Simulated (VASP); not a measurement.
# Zn (Fm-3m) in VASP: further runs

Runs on Zn. Level: RPBE. Tasks: single point.

Program: VASP 6.6.1. These are calculated values, not measurements. Logs are shortened: lines on timing, memory, paths and dates and some standing lists are left out, and cuts for length are marked.

### 1 The cell of the first run

The structure is cubic, space group Fm-3m (No. 225). The conventional cell has a = 3.991 Å, b = 3.991 Å, c = 3.991 Å, α = 90.00°, β = 90.00°, γ = 90.00°. Zn (site symmetry m-3m) has 12 Zn at 2.82 Å within 3.7 Å.

### 2 Single point, RPBE

INCAR

```
  ALGO = Normal
  EDIFF = 1E-6
  ENCUT = 520
  GGA = RP
  ISIF = 2
  ISMEAR = -1
  LASPH = T
  LCHARG = F
  LREAL = F
  LWAVE = F
  NBANDS = 12
  NELM = 60
  PREC = Accurate
  SIGMA = 0.1
```

KPOINTS

```
k-points
0
Gamma
  15 15 15
```

POSCAR

```
Zn
1.0
    0.0000000000      1.9953687523      1.9953687523
    1.9953687523      0.0000000000      1.9953687523
    1.9953687523      1.9953687523      0.0000000000
Zn
1
Direct
    0.0000000000      0.0000000000      0.0000000000
```

Potentials or basis: VASP PAW PBE potentials, release 64 (Zn).

Command:

```console
cat potpaw_PBE.64/Zn/POTCAR > POTCAR
mpirun -np 1 vasp_std > vasp.out
```

OUTCAR:

```text
EDIFF = 1E-6
   ENCUT = 520
   GGA = RP
   ISIF = 2
   ISMEAR = -1
   LASPH = T
   LREAL = F
   NELM = 60
   PREC = Accurate

 ion  position               nearest neighbor table
   1  0.000  0.000  0.000-

  LATTYP: Found a face centered cubic cell.
 ALAT       =     3.9907375046

  Lattice vectors:

 A1 = (   0.0000000000,   1.9953687523,   1.9953687523)
 A2 = (   1.9953687523,   0.0000000000,   1.9953687523)
 A3 = (   1.9953687523,   1.9953687523,   0.0000000000)

Analysis of symmetry for initial positions (statically):
=====================================================================
 Subroutine PRICEL returns:
 Original cell was already a primitive cell.

 Routine SETGRP: Setting up the symmetry group for a
 face centered cubic supercell.

 Subroutine GETGRP returns: Found 48 space group operations
 (whereof 48 operations were pure point group operations)
 out of a pool of 48 trial point group operations.

The static configuration has the point symmetry O_h .

Analysis of symmetry for dynamics (positions and initial velocities):
=====================================================================
 Subroutine PRICEL returns:
 Original cell was already a primitive cell.

 Routine SETGRP: Setting up the symmetry group for a
 face centered cubic supercell.

 Subroutine GETGRP returns: Found 48 space group operations
 (whereof 48 operations were pure point group operations)
 out of a pool of 48 trial point group operations.

The dynamic configuration has the point symmetry O_h .

 Subroutine INISYM returns: Found 48 space group operations
 (whereof 48 operations are pure point group operations),
 and found     1 'primitive' translations

----------------------------------------------------------------------------------------

                                     Primitive cell

  volume of cell :      15.8891

  direct lattice vectors                    reciprocal lattice vectors
     0.000000000  1.995368752  1.995368752    -0.250580250  0.250580250  0.250580250
     1.995368752  0.000000000  1.995368752     0.250580250 -0.250580250  0.250580250
     1.995368752  1.995368752  0.000000000     0.250580250  0.250580250 -0.250580250

  length of vectors
     2.821877551  2.821877551  2.821877551     0.434017724  0.434017724  0.434017724

  position of ions in fractional coordinates (direct lattice)
     0.000000000  0.000000000  0.000000000

  ion indices of the primitive-cell ions
   primitive index   ion index
                 1           1

----------------------------------------------------------------------------------------

 KPOINTS: k-points

Automatic generation of k-mesh.
 Grid dimensions read from file:
 generate k-points for:   15   15   15

 Generating k-lattice:

  Cartesian coordinates                     Fractional coordinates (reciprocal lattice)
    -0.016705350  0.016705350  0.016705350     0.066666667  0.000000000  0.000000000
     0.016705350 -0.016705350  0.016705350     0.000000000  0.066666667  0.000000000
     0.016705350  0.016705350 -0.016705350     0.000000000  0.000000000  0.066666667

  Length of vectors
     0.028934515  0.028934515  0.028934515

  Shift w.r.t. Gamma in fractional coordinates (k-lattice)
     0.000000000  0.000000000  0.000000000

 Subroutine IBZKPT returns following result:
 ===========================================

 Found    120 irreducible k-points:

 Following reciprocal coordinates:
            Coordinates               Weight
  0.000000  0.000000  0.000000      1.000000
  0.066667  0.000000  0.000000      8.000000
  0.133333  0.000000  0.000000      8.000000
  0.200000  0.000000  0.000000      8.000000
  0.266667  0.000000  0.000000      8.000000
  0.333333  0.000000  0.000000      8.000000
[... 16 lines left out ...]
  0.133333  0.133333  0.000000      6.000000
  0.200000  0.133333  0.000000     24.000000
 [... further k-points ...]
   k-points           NKPTS =    120   k-points in BZ     NKDIM =    120   number of bands    NBANDS=     12
   number of dos      NEDOS =    301   number of ions     NIONS =      1
   total plane-waves  NPLWV =  13824
   dimension x,y,z NGX =    24 NGY =   24 NGZ =   24
   dimension x,y,z NGXF=    48 NGYF=   48 NGZF=   48
   ions per type =               1
   NGX,Y,Z   is equivalent  to a cutoff of  14.14, 14.14, 14.14 a.u.
   NGXF,Y,Z  is equivalent  to a cutoff of  28.28, 28.28, 28.28 a.u.
 SYSTEM =  unknown system
   PREC   = accura    normal or accurate (medium, high low for compatibility)
   ISTART =      0    job   : 0-new  1-cont  2-samecut
   ICHARG =      2    charge: 1-file 2-atom 10-const
   ISPIN  =      1    spin polarized calculation?
   LNONCOLLINEAR =      F non collinear calculations
   LSORBIT =      F    spin-orbit coupling
   LASPH  =      T    aspherical Exc in radial PAW
   ENCUT  =  520.0 eV  38.22 Ry    6.18 a.u.   5.25  5.25  5.25*2*pi/ulx,y,z
   NELM   =     60;   NELMIN=  2; NELMDL= -5     # of ELM steps
   EDIFF  = 0.1E-05   stopping-criterion for ELM
   LREAL  =      F    real-space projection
   EDIFFG = 0.1E-04   stopping-criterion for IOM
   NSW    =      0    number of steps for IOM
   IBRION =     -1    ionic relax: 0-MD 1-quasi-New 2-CG
   NFREE  =      0    steps in history (QN), initial steepest desc. (CG)
   ISIF   =      2    stress and relaxation
   ISYM   =      2    0-nonsym 1-usesym 2-fastsym
   POTIM  = 0.5000    time-step for ionic-motion
   TEBEG  =    0.0;   TEEND  =   0.0 temperature during run
   PSTRESS=    0.0 pullay stress
   NELECT =      12.0000    total number of electrons
   NUPDOWN=      -1.0000    fix difference up-down
   EMIN   =  10.00;   EMAX   =-10.00  energy-range for DOS
   EFERMI =   0.00;   METHOD = LEGACY
   ISMEAR =    -1;   SIGMA  =   0.10  broadening in eV -4-tet -1-fermi 0-gaus
   EFERMI_NEDOS =   21; number of points for ismear=-14 and -15
   IALGO  =     38    algorithm
   IMIX   =      4    mixing-type and parameters
     AMIX     =   0.40;   BMIX     =  1.00
     AMIX_MAG =   1.60;   BMIX_MAG =  1.00
  volume/ion in A,a.u.               =      15.89       107.22
  Fermi-wavevector in a.u.,A,eV,Ry     =   1.490855  2.817307 30.240972  2.222649
  Thomas-Fermi vector in A             =   2.603584
   LORBIT       =      0    0 simple, 1 ext, 2 COOP (PROOUT), +10 PAW based schemes
   GGA     = RP    functional components
   LHFCALC =     F    Hartree Fock is set to
   AEXX    =    0.0000 exact exchange contribution
   IVDW    =     0    specifies the selected vdW correction
   LEPSILON=     F    determine dielectric tensor
   LRPA    =     F    only Hartree local field effects (RPA)
 non-spin polarized calculation
  energy-cutoff  :      520.00
  volume of cell :       15.89
 maximum number of plane-waves:       444
 NGX is ok and might be reduce to    24
   NGX = 11   NGY = 11   NGZ = 11

 number of electron      11.9999992 magnetization

 Free energy of the ion-electron system (eV)
  ---------------------------------------------------
  ext. energy  EPLUGINS =         0.00000000
  ---------------------------------------------------
  free energy    TOTEN  =        -0.72688601 eV

  energy without entropy =       -0.71611801  energy(sigma->0) =       -0.72150201

 E-fermi :   2.8734     XC(G=0): -11.2037

 val. band max:        2.8093106638   @ k =   0.4667   0.0667   0.0000
 cond. band min:       2.9536529620   @ k =  -0.4667   0.2000   0.0000
 fundamental gap:      0.1443422982
 Fermi energy:         2.8734159958

 k-point     1 :       0.0000    0.0000    0.0000
  band No.  band energies     occupation
      1      -7.0734      2.00000
      2      -4.5870      2.00000
      3      -4.5870      2.00000
      4      -4.5870      2.00000
      5      -4.2407      2.00000
      6      -4.2407      2.00000
      7      20.6186      0.00000
      8      20.6186      0.00000
      9      20.6186      0.00000
     10      21.3767      0.00000
     11      23.3694      0.00000
     12      23.3694      0.00000

 k-point     2 :       0.0667    0.0000    0.0000
  band No.  band energies     occupation
      1      -6.9436      2.00000
      2      -4.5967      2.00000
      3      -4.5730      2.00000
      4      -4.5730      2.00000
      5      -4.2446      2.00000
      6      -4.2446      2.00000
      7      18.4469      0.00000
      8      20.2112      0.00000
      9      20.2112      0.00000
     10      21.1281      0.00000
     11      23.9958      0.00000
     12      23.9959      0.00000

 k-point     3 :       0.1333    0.0000    0.0000
  band No.  band energies     occupation
      1      -6.5634      2.00000
      2      -4.6139      2.00000
      3      -4.5396      2.00000
      4      -4.5396      2.00000
      5      -4.2490      2.00000
      6      -4.2490      2.00000
      7      15.2765      0.00000
      8      19.4897      0.00000
      9      19.4897      0.00000
     10      20.9708      0.00000
     11      25.3485      0.00000
     12      25.3485      0.00000
[... 286 lines left out ...]
 k-point    23 :       0.1333    0.1333    0.0000
  band No.  band energies     occupation
      1      -6.3941      2.00000
      2      -4.6793      2.00000
      3      -4.4912      2.00000
      4      -4.4912      2.00000
      5      -4.3111      2.00000
      6      -4.2002      2.00000
      7      17.1214      0.00000
      8      17.1214      0.00000
      9      18.5317      0.00000
     10      18.9242      0.00000
     11      22.3623      0.00000
     12      27.6306      0.00000

 k-point    24 :       0.2000    0.1333    0.0000
  band No.  band energies     occupation
      1      -5.9606      2.00000
      2      -4.7201      2.00000
      3      -4.4571      2.00000
      4      -4.4463      2.00000
      5      -4.2922      2.00000
      6      -4.1762      2.00000
      7      14.5674      0.00000
      8      16.2491      0.00000
      9      18.1116      0.00000
     10      19.6412      0.00000
     11      20.5499      0.00000
     12      27.5188      0.00000

 [... further k-points ...]

------------------------ aborting loop because EDIFF is reached ----------------------------------------

  FORCE on cell =-STRESS in cart. coord.  units (eV):
  Direction    XX          YY          ZZ          XY          YZ          ZX
  --------------------------------------------------------------------------------------
  -------------------------------------------------------------------------------------
  Total        0.0125672      0.0125672      0.0125672     -0.0000000     -0.0000000      0.0000000
  in kB        1.2672130      1.2672130      1.2672130     -0.0000000     -0.0000000      0.0000000
  external PRESSURE =       1.2672130 kB  Pullay stress =       0.0000000 kB

 VOLUME and BASIS-vectors are now :
 -----------------------------------------------------------------------------
  energy-cutoff  :      520.00
  volume of cell :       15.89
      direct lattice vectors                 reciprocal lattice vectors
     0.000000000  1.995368752  1.995368752    -0.250580250  0.250580250  0.250580250
     1.995368752  0.000000000  1.995368752     0.250580250 -0.250580250  0.250580250
     1.995368752  1.995368752  0.000000000     0.250580250  0.250580250 -0.250580250

 POSITION                                       TOTAL-FORCE (eV/Angst)
 -----------------------------------------------------------------------------------
      0.00000      0.00000      0.00000         0.000000      0.000000      0.000000
 -----------------------------------------------------------------------------------
    total drift:                               -0.000000      0.000000      0.000000

  FREE ENERGIE OF THE ION-ELECTRON SYSTEM (eV)
  ---------------------------------------------------
  free  energy   TOTEN  =        -0.7268860122 eV

  energy  without entropy=       -0.7161180092  energy(sigma->0) =       -0.72150201
```

It took 24 s on 1 thread of Intel Xeon 8259CL, shared host; peak memory 0.15 GiB.

What came out:

- Free energy: -0.7269 eV
- Pressure: 0.1 GPa
- Band gap on the k mesh: zero (band 6 reaches 4.67 eV, above the bottom of band 7 at 1.65 eV)

Caveat: the PAW data sets were made with another functional, which shifts forces and pressure a little.

### 3 Single point, RPBE (volume scaled by 1.04)

INCAR

```
ALGO = Normal
EDIFF = 1E-6
ENCUT = 520
GGA = RP
ISIF = 2
ISMEAR = -1
LASPH = T
LCHARG = F
LREAL = F
LWAVE = F
NBANDS = 12
NELM = 60
PREC = Accurate
SIGMA = 0.1
```

KPOINTS is that of step 2.

POSCAR

```
Zn
1.0
    0.0000000000      2.0216266155      2.0216266155
    2.0216266155      0.0000000000      2.0216266155
    2.0216266155      2.0216266155      0.0000000000
Zn
1
Direct
    0.0000000000      0.0000000000      0.0000000000
```

Potentials or basis: VASP PAW PBE potentials, release 64 (Zn).

Command:

```console
cat potpaw_PBE.64/Zn/POTCAR > POTCAR
mpirun -np 1 vasp_std > vasp.out
```

Run time: 22 s. Hardware: 1 thread of Intel Xeon 8259CL, shared host; peak memory 0.15 GiB.

Results (log left out):

* Free energy: -0.7232 eV
* Pressure: -1.9 GPa
* Band gap on the k mesh: zero (band 6 reaches 4.35 eV, above the bottom of band 7 at 1.35 eV)

Levels at points of the mesh, in eV from the Fermi level:
| k point | band 4 | band 5 | band 6 | band 7 | band 8 | band 9 |
| --- | --- | --- | --- | --- | --- | --- |
| (0.00, 0.00, 0.00) | -7.36 | -7.04 | -7.04 | 17.23 | 17.23 | 17.23 |

Caveat: the PAW data sets were made with another functional, which shifts forces and pressure a little.
